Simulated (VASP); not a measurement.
# MgO (P6_3/mmc) in VASP: notebook

MgO is run at these levels: r2SCAN, PBE; tasks: single point.

All numbers are computed with VASP 6.6.1; they aren't measurements. Logs are shortened: lines on timing, memory, paths and dates and some standing lists are left out, and cuts for length are marked.

**1. The cell of the first run**

Symmetry: P6_3/mmc, No. 194, hexagonal system. Conventional cell: a = 2.980 Å, b = 2.980 Å, c = 5.192 Å, α = 90.00°, β = 90.00°, γ = 120.00°. Mg (site symmetry -3m) has 6 O at 2.16 Å and 2 Mg at 2.60 Å within 2.9 Å. O (site symmetry -6m2) has 6 Mg at 2.16 Å within 2.9 Å.

**2. Single point, r2SCAN (volume changed by +6%)**

POSCAR

```
MgO
1.0
    2.9803846610      0.0000000000      0.0000000000
   -1.4901923305      2.5810888295      0.0000000000
    0.0000000000      0.0000000000      5.1919721355
Mg O
2 2
Direct
    0.0000000000      0.0000000000      0.0000000000
    0.0000000000      0.0000000000      0.5000000000
    0.3333333333      0.6666666667      0.2500000000
    0.6666666667      0.3333333333      0.7500000000
```

INCAR.step1

```
SYSTEM = MgO
PREC = Accurate
ENCUT = 520
ISMEAR = 0
SIGMA = 0.01
LREAL = .False.
LASPH = .True.
NELM = 60
NBANDS = 16
GGA = PE
ALGO = Normal
EDIFF = 1E-4
LWAVE = .True.
LCHARG = .False.
```

INCAR.step2

```
SYSTEM = MgO
PREC = Accurate
ENCUT = 520
EDIFF = 1E-7
ISMEAR = 0
SIGMA = 0.01
LREAL = .False.
LASPH = .True.
NELM = 60
ALGO = Normal
ISIF = 2
LWAVE = .False.
LCHARG = .False.
METAGGA = R2SCAN
LMIXTAU = .True.
NBANDS = 16
ISTART = 1
```

KPOINTS

```
regular mesh
0
Gamma
  9 9 4
  0 0 0
```

Potentials or basis: VASP PAW PBE potentials, release 64 (Mg, O).

The run is started by

```console
cat potpaw_PBE.64/Mg/POTCAR potpaw_PBE.64/O/POTCAR > POTCAR
cp INCAR.step1 INCAR
mpirun -np 1 vasp_std > vasp.out
cp INCAR.step2 INCAR
mpirun -np 1 vasp_std > vasp.out
```

OUTCAR:

```text
SYSTEM = MgO
   PREC = Accurate
   ENCUT = 520
   EDIFF = 1E-7
   ISMEAR = 0
   LREAL = .False.
   LASPH = .True.
   NELM = 60
   ISIF = 2
   METAGGA = R2SCAN
   ISTART = 1

 ion  position               nearest neighbor table
   1  0.000  0.000  0.000-   3 2.16   4 2.16   4 2.16   3 2.16   4 2.16   3 2.16   2 2.60   2 2.60

   2  0.000  0.000  0.500-   3 2.16   4 2.16   4 2.16   3 2.16   4 2.16   3 2.16   1 2.60   1 2.60

   3  0.333  0.667  0.250-   1 2.16   2 2.16   1 2.16   2 2.16   1 2.16   2 2.16
   4  0.667  0.333  0.750-   1 2.16   2 2.16   1 2.16   2 2.16   1 2.16   2 2.16

  LATTYP: Found a hexagonal cell.
 ALAT       =     2.9803846610
 C/A-ratio  =     1.7420476637

  Lattice vectors:

 A1 = (   2.9803846610,   0.0000000000,   0.0000000000)
 A2 = (  -1.4901923305,   2.5810888295,   0.0000000000)
 A3 = (   0.0000000000,   0.0000000000,   5.1919721355)

Analysis of symmetry for initial positions (statically):
=====================================================================
 Subroutine PRICEL returns:
 Original cell was already a primitive cell.

 Routine SETGRP: Setting up the symmetry group for a
 hexagonal supercell.

 Subroutine GETGRP returns: Found 24 space group operations
 (whereof 12 operations were pure point group operations)
 out of a pool of 24 trial point group operations.

The static configuration has the point symmetry D_3d.
 The point group associated with its full space group is D_6h.

Analysis of symmetry for dynamics (positions and initial velocities):
=====================================================================
 Subroutine PRICEL returns:
 Original cell was already a primitive cell.

 Routine SETGRP: Setting up the symmetry group for a
 hexagonal supercell.

 Subroutine GETGRP returns: Found 24 space group operations
 (whereof 12 operations were pure point group operations)
 out of a pool of 24 trial point group operations.

The dynamic configuration has the point symmetry D_3d.
 The point group associated with its full space group is D_6h.

 Subroutine INISYM returns: Found 24 space group operations
 (whereof 12 operations are pure point group operations),
 and found     1 'primitive' translations

----------------------------------------------------------------------------------------

                                     Primitive cell

  volume of cell :      39.9400

  direct lattice vectors                    reciprocal lattice vectors
     2.980384661  0.000000000  0.000000000     0.335527160  0.193716696  0.000000000
    -1.490192330  2.581088830  0.000000000     0.000000000  0.387433392  0.000000000
     0.000000000  0.000000000  5.191972136     0.000000000  0.000000000  0.192605040

  length of vectors
     2.980384661  2.980384661  5.191972136     0.387433392  0.387433392  0.192605040

  position of ions in fractional coordinates (direct lattice)
     0.000000000  0.000000000  0.000000000
     0.000000000  0.000000000  0.500000000
     0.333333333  0.666666667  0.250000000
     0.666666667  0.333333333  0.750000000

  ion indices of the primitive-cell ions
   primitive index   ion index
                 1           1
                 2           2
                 3           3
                 4           4

----------------------------------------------------------------------------------------

 KPOINTS: regular mesh

Automatic generation of k-mesh.
 Grid dimensions read from file:
 generate k-points for:    9    9    4

 Generating k-lattice:

  Cartesian coordinates                     Fractional coordinates (reciprocal lattice)
     0.037280796  0.021524077  0.000000000     0.111111111 -0.000000000  0.000000000
     0.000000000  0.043048155  0.000000000     0.000000000  0.111111111  0.000000000
     0.000000000  0.000000000  0.048151260     0.000000000  0.000000000  0.250000000

  Length of vectors
     0.043048155  0.043048155  0.048151260

  Shift w.r.t. Gamma in fractional coordinates (k-lattice)
     0.000000000  0.000000000  0.000000000

 Subroutine IBZKPT returns following result:
 ===========================================

 Found     36 irreducible k-points:

 Following reciprocal coordinates:
            Coordinates               Weight
  0.000000  0.000000  0.000000      1.000000
  0.111111  0.000000  0.000000      6.000000
  0.222222  0.000000  0.000000      6.000000
  0.333333  0.000000  0.000000      6.000000
  0.444444  0.000000  0.000000      6.000000
  0.111111  0.111111  0.000000      6.000000
[... 16 lines left out ...]
  0.333333  0.222222  0.250000     24.000000
  0.333333  0.333333  0.250000      4.000000
 [... further k-points ...]
   k-points           NKPTS =     36   k-points in BZ     NKDIM =     36   number of bands    NBANDS=     16
   number of dos      NEDOS =    301   number of ions     NIONS =      4
   total plane-waves  NPLWV =  23040
   dimension x,y,z NGX =    24 NGY =   24 NGZ =   40
   dimension x,y,z NGXF=    48 NGYF=   48 NGZF=   80
   ions per type =               2   2
   NGX,Y,Z   is equivalent  to a cutoff of  13.39, 13.39, 12.81 a.u.
   NGXF,Y,Z  is equivalent  to a cutoff of  26.77, 26.77, 25.62 a.u.
 SYSTEM =  MgO
   PREC   = accura    normal or accurate (medium, high low for compatibility)
   ISTART =      1    job   : 0-new  1-cont  2-samecut
   ICHARG =      0    charge: 1-file 2-atom 10-const
   ISPIN  =      1    spin polarized calculation?
   LNONCOLLINEAR =      F non collinear calculations
   LSORBIT =      F    spin-orbit coupling
   LASPH  =      T    aspherical Exc in radial PAW
   ENCUT  =  520.0 eV  38.22 Ry    6.18 a.u.   5.54  5.54  9.65*2*pi/ulx,y,z
   NELM   =     60;   NELMIN=  2; NELMDL=  0     # of ELM steps
   EDIFF  = 0.1E-06   stopping-criterion for ELM
   LREAL  =      F    real-space projection
   EDIFFG = 0.1E-05   stopping-criterion for IOM
   NSW    =      0    number of steps for IOM
   IBRION =     -1    ionic relax: 0-MD 1-quasi-New 2-CG
   NFREE  =      0    steps in history (QN), initial steepest desc. (CG)
   ISIF   =      2    stress and relaxation
   ISYM   =      2    0-nonsym 1-usesym 2-fastsym
   POTIM  = 0.5000    time-step for ionic-motion
   TEBEG  =    0.0;   TEEND  =   0.0 temperature during run
   PSTRESS=    0.0 pullay stress
   NELECT =      16.0000    total number of electrons
   NUPDOWN=      -1.0000    fix difference up-down
   EMIN   =  10.00;   EMAX   =-10.00  energy-range for DOS
   EFERMI =   0.00;   METHOD = LEGACY
   ISMEAR =     0;   SIGMA  =   0.01  broadening in eV -4-tet -1-fermi 0-gaus
   EFERMI_NEDOS =   21; number of points for ismear=-14 and -15
   IALGO  =     38    algorithm
   IMIX   =      4    mixing-type and parameters
     AMIX     =   0.40;   BMIX     =  1.00
     AMIX_MAG =   1.60;   BMIX_MAG =  1.00
  volume/ion in A,a.u.               =       9.98        67.38
  Fermi-wavevector in a.u.,A,eV,Ry     =   1.206829  2.280575 19.816007  1.456435
  Thomas-Fermi vector in A             =   2.342484
   LORBIT       =      0    0 simple, 1 ext, 2 COOP (PROOUT), +10 PAW based schemes
   METAGGA = R2SCAN    functional components
   LHFCALC =     F    Hartree Fock is set to
   AEXX    =    0.0000 exact exchange contribution
   IVDW    =     0    specifies the selected vdW correction
   LEPSILON=     F    determine dielectric tensor
   LRPA    =     F    only Hartree local field effects (RPA)
 non-spin polarized calculation
 Gauss-broadening in eV      SIGMA  =   0.01
  energy-cutoff  :      520.00
  volume of cell :       39.94
 maximum number of plane-waves:      1111
 NGX is ok and might be reduce to    24
   NGX = 11   NGY = 11   NGZ = 19

 number of electron      16.0000009 magnetization

 Free energy of the ion-electron system (eV)
  ---------------------------------------------------
  ext. energy  EPLUGINS =         0.00000000
  ---------------------------------------------------
  free energy    TOTEN  =       -31.61147367 eV

  energy without entropy =      -31.61147367  energy(sigma->0) =      -31.61147367

 E-fermi :   2.5498     XC(G=0): -11.2457

 val. band max:        2.4697371651   @ k =   0.0000   0.0000   0.0000
 cond. band min:       7.2269990367   @ k =   0.0000   0.0000   0.0000
 fundamental gap:      4.7572618715
 Fermi energy:         2.5497966652

 k-point     1 :       0.0000    0.0000    0.0000
  band No.  band energies     occupation
      1     -15.5607      2.00000
      2     -14.6118      2.00000
      3      -2.2207      2.00000
      4       1.9803      2.00000
      5       1.9865      2.00000
      6       1.9865      2.00000
[... 8 lines left out ...]
     15      20.2685      0.00000
     16      20.2685      0.00000

 k-point     2 :       0.1111    0.0000    0.0000
  band No.  band energies     occupation
      1     -15.4531      2.00000
      2     -14.5587      2.00000
      3      -2.0473      2.00000
      4       1.5065      2.00000
      5       1.8173      2.00000
      6       1.8961      2.00000
[... 8 lines left out ...]
     15      20.2765      0.00000
     16      20.3298      0.00000

 k-point     3 :       0.2222    0.0000    0.0000
  band No.  band energies     occupation
      1     -15.1626      2.00000
      2     -14.4250      2.00000
      3      -1.5604      2.00000
      4       0.3252      2.00000
      5       0.6916      2.00000
      6       1.6777      2.00000
[... 8 lines left out ...]
     15      20.1955      0.00000
     16      20.8803      0.00000

 k-point     4 :       0.3333    0.0000    0.0000
  band No.  band energies     occupation
      1     -14.7860      2.00000
      2     -14.2859      2.00000
      3      -0.8844      2.00000
      4      -0.8664      2.00000
      5      -0.2598      2.00000
      6       1.4453      2.00000
[... 8 lines left out ...]
     15      19.5322      0.00000
     16      21.5849      0.00000

 k-point     5 :       0.4444    0.0000    0.0000
  band No.  band energies     occupation
      1     -14.4757      2.00000
      2     -14.2362      2.00000
      3      -1.6063      2.00000
      4      -0.8093      2.00000
      5      -0.1955      2.00000
      6       1.0735      2.00000
[... 8 lines left out ...]
     15      19.1877      0.00000
     16      21.9675      0.00000

 k-point     6 :       0.1111    0.1111    0.0000
  band No.  band energies     occupation
      1     -15.2539      2.00000
      2     -14.4649      2.00000
      3      -1.7170      2.00000
      4       0.8503      2.00000
      5       0.8584      2.00000
      6       1.7364      2.00000
[... 8 lines left out ...]
     15      20.0058      0.00000
     16      20.3006      0.00000
[... 267 lines left out ...]
 k-point    21 :       0.4444    0.1111    0.2500
  band No.  band energies     occupation
      1     -14.3634      2.00000
      2     -14.2499      2.00000
      3      -1.6596      2.00000
      4      -1.1320      2.00000
      5       0.3304      2.00000
      6       1.0508      2.00000
[... 8 lines left out ...]
     15      18.4094      0.00000
     16      21.2825      0.00000

 k-point    22 :       0.2222    0.2222    0.2500
  band No.  band energies     occupation
      1     -14.5554      2.00000
      2     -14.2833      2.00000
      3      -0.9934      2.00000
      4      -0.9542      2.00000
      5       0.3190      2.00000
      6       0.6409      2.00000
[... 8 lines left out ...]
     15      17.4757      0.00000
     16      21.0253      0.00000

 k-point    23 :       0.3333    0.2222    0.2500
  band No.  band energies     occupation
      1     -14.3351      2.00000
      2     -14.2188      2.00000
      3      -1.2547      2.00000
      4      -0.8875      2.00000
      5       0.0295      2.00000
      6       0.5237      2.00000
[... 8 lines left out ...]
     15      17.3437      0.00000
     16      21.1557      0.00000

 k-point    24 :       0.3333    0.3333    0.2500
  band No.  band energies     occupation
      1     -14.2274      2.00000
      2     -14.2274      2.00000
      3      -0.8096      2.00000
      4      -0.6512      2.00000
      5      -0.6512      2.00000
      6       0.0850      2.00000
[... 8 lines left out ...]
     15      17.3692      0.00000
     16      21.5825      0.00000

 [... further k-points ...]

------------------------ aborting loop because EDIFF is reached ----------------------------------------

  FORCE on cell =-STRESS in cart. coord.  units (eV):
  Direction    XX          YY          ZZ          XY          YZ          ZX
  --------------------------------------------------------------------------------------
  -------------------------------------------------------------------------------------
  Total       -2.2707934     -2.2707934     -2.4891677      0.0000000      0.0000000      0.0000000
  in kB      -91.0920705    -91.0920705    -99.8520808      0.0000000      0.0000000      0.0000000
  external PRESSURE =     -94.0120740 kB  Pullay stress =       0.0000000 kB

 VOLUME and BASIS-vectors are now :
 -----------------------------------------------------------------------------
  energy-cutoff  :      520.00
  volume of cell :       39.94
      direct lattice vectors                 reciprocal lattice vectors
     2.980384661  0.000000000  0.000000000     0.335527160  0.193716696  0.000000000
    -1.490192330  2.581088830  0.000000000     0.000000000  0.387433392  0.000000000
     0.000000000  0.000000000  5.191972136     0.000000000  0.000000000  0.192605040

 POSITION                                       TOTAL-FORCE (eV/Angst)
 -----------------------------------------------------------------------------------
      0.00000      0.00000      0.00000        -0.000000      0.000000      0.000000
      0.00000      0.00000      2.59599        -0.000000      0.000000      0.000000
     -0.00000      1.72073      1.29799         0.000000      0.000000      0.000000
      1.49019      0.86036      3.89398        -0.000000      0.000000     -0.000000
 -----------------------------------------------------------------------------------
    total drift:                               -0.000000      0.000000     -0.000000

  FREE ENERGIE OF THE ION-ELECTRON SYSTEM (eV)
  ---------------------------------------------------
  free  energy   TOTEN  =       -31.6114736691 eV

  energy  without entropy=      -31.6114736691  energy(sigma->0) =      -31.61147367
```

Wall time 79 s (1 thread of Intel Xeon 6975P-C, shared host); peak memory 0.18 GiB.

Results:

| Property | Result |
| --- | --- |
| Free energy | -31.6115 eV |
| Pressure | -9.4 GPa |
| Band gap on the k mesh | 4.76 eV, direct |

Caveat: the cell differs from its parent crystal (volume changed by +6%); the PAW data sets were made with another functional, which shifts forces and pressure a little.

**3. Single point, PBE**

This run uses another cell than the first one, of 9.42 Å³/atom, 0.943 times its volume.

INCAR

```
PREC = Accurate
ENCUT = 520
EDIFF = 1E-6
ISMEAR = 0
SIGMA = 0.01
LREAL = F
LASPH = T
NELM = 100
ALGO = Normal
ISIF = 2
LWAVE = F
LCHARG = T
GGA = PE
LELF = T
LVHAR = T
NBANDS = 16
```

KPOINTS

```
regular mesh
0
Gamma
  12 12 6
```

POSCAR

```
MgO
1.0
    2.9230552965      0.0000000000      0.0000000000
   -1.4615276483      2.5314401435      0.0000000000
    0.0000000000      0.0000000000      5.0921016501
Mg O
2 2
Direct
    0.0000000000      0.0000000000      0.0000000000
    0.0000000000      0.0000000000      0.5000000000
    0.3333333333      0.6666666667      0.2500000000
    0.6666666667      0.3333333333      0.7500000000
```

Potentials or basis: VASP PAW PBE potentials, release 64 (Mg, O).

The run is started by

```console
cat potpaw_PBE.64/Mg/POTCAR potpaw_PBE.64/O/POTCAR > POTCAR
mpirun -np 1 vasp_std > vasp.out
```

It took 30 s on 1 thread of Intel Xeon 6975P-C, shared host; peak memory 0.18 GiB.

The run converged. Its results:

```yaml
Free_energy: -23.2041 eV
Pressure: 5.0 GPa
Band_gap_on_the_k_mesh: 4.45 eV, direct
```

Stress tensor (GPa, compression positive):
```
4.70 0.00 0.00
0.00 4.70 0.00
0.00 0.00 5.58
```

Levels at points of the mesh, in eV from the valence-band top:
| k point | band 6 | band 7 | band 8 | band 9 | band 10 | band 11 |
| --- | --- | --- | --- | --- | --- | --- |
| (0.00, 0.00, 0.00) | -0.51 | 0.00 | 0.00 | 4.45 | 8.13 | 11.75 |
| (0.50, 0.00, 0.00) | -1.59 | -1.24 | -0.72 | 8.47 | 9.58 | 10.33 |
| (0.00, 0.00, 0.50) | -0.27 | -0.27 | -0.27 | 6.90 | 6.90 | 11.94 |
| (0.50, 0.00, 0.50) | -1.54 | -0.99 | -0.99 | 8.69 | 8.69 | 10.92 |

**4. Single point, r2SCAN**

This run uses another cell than the first one, of 9.42 Å³/atom, 0.943 times its volume.

POSCAR is that of step 3.

INCAR.step1

```
SYSTEM = MgO
  PREC = Accurate
  ENCUT = 520
  ISMEAR = 0
  SIGMA = 0.01
  LREAL = .FALSE.
  LASPH = .TRUE.
  NELM = 60
  NBANDS = 16
  GGA = PE
  ALGO = Normal
  EDIFF = 1E-4
  LWAVE = .TRUE.
  LCHARG = .FALSE.
```

INCAR.step2

```
SYSTEM = MgO
  PREC = Accurate
  ENCUT = 520
  EDIFF = 1E-6
  ISMEAR = 0
  SIGMA = 0.01
  LREAL = .FALSE.
  LASPH = .TRUE.
  NELM = 60
  ALGO = Normal
  ISIF = 2
  LWAVE = .FALSE.
  LCHARG = .FALSE.
  METAGGA = R2SCAN
  LMIXTAU = .TRUE.
  NBANDS = 16
  ISTART = 1
```

KPOINTS

```
regular mesh
0
G
  12 12 6
  0 0 0
```

The run is started by

```console
cat potpaw_PBE.64/Mg/POTCAR potpaw_PBE.64/O/POTCAR > POTCAR
cp INCAR.step1 INCAR
mpirun -np 1 vasp_std > vasp.out
cp INCAR.step2 INCAR
mpirun -np 1 vasp_std > vasp.out
```

Wall time 2 min (1 thread of Intel Xeon 6975P-C, shared host); peak memory 0.2 GiB.

Results (log left out):

* Free energy: -31.6853 eV
* Pressure: -1.1 GPa
* Band gap on the k mesh: 5.31 eV, direct

Levels at points of the mesh, in eV from the valence-band top:
```csv
k point,band 5,band 6,band 7,band 8,band 9,band 10,band 11,band 12
"(0.00, 0.00, 0.00)",-0.54,-0.52,0.00,0.00,5.31,9.05,12.92,14.01
"(0.50, 0.00, 0.00)",-2.68,-1.60,-1.26,-0.75,9.38,10.55,11.38,12.85
"(0.00, 0.00, 0.50)",-0.27,-0.27,-0.27,-0.27,7.80,7.80,12.97,12.97
"(0.50, 0.00, 0.50)",-1.56,-1.56,-1.01,-1.01,9.64,9.64,11.89,11.89
```

Caveat: the PAW data sets were made with another functional, which shifts forces and pressure a little. r2SCAN opens gaps a little over a GGA but as a rule still falls short of measured ones.

**5. The runs side by side**

| level | cell | k mesh | gap on the mesh (eV) | pressure (GPa) |
| --- | --- | --- | --- | --- |
| r2SCAN | a = 2.980, b = 2.980, c = 5.192 Å, angles 90.0, 90.0, 120.0°, 4 atoms | 9 × 9 × 4 | 4.76 | -9.4 |
| PBE | a = 2.923, b = 2.923, c = 5.092 Å, angles 90.0, 90.0, 120.0°, 4 atoms | 12 × 12 × 6 | 4.45 | 5.0 |
| r2SCAN | a = 2.923, b = 2.923, c = 5.092 Å, angles 90.0, 90.0, 120.0°, 4 atoms | 12 × 12 × 6 | 5.31 | -1.1 |

Alike in all rows: task single point; potentials or basis VASP PAW PBE potentials, release 64 (Mg, O); no spin polarisation; cutoff (eV) 520; smearing gaussian 0.01 eV.

Caveats: the PAW data sets were made with another functional, which shifts forces and pressure a little (some runs).

Total energies depend on the potentials used, so only differences within one code and one set of settings carry meaning.
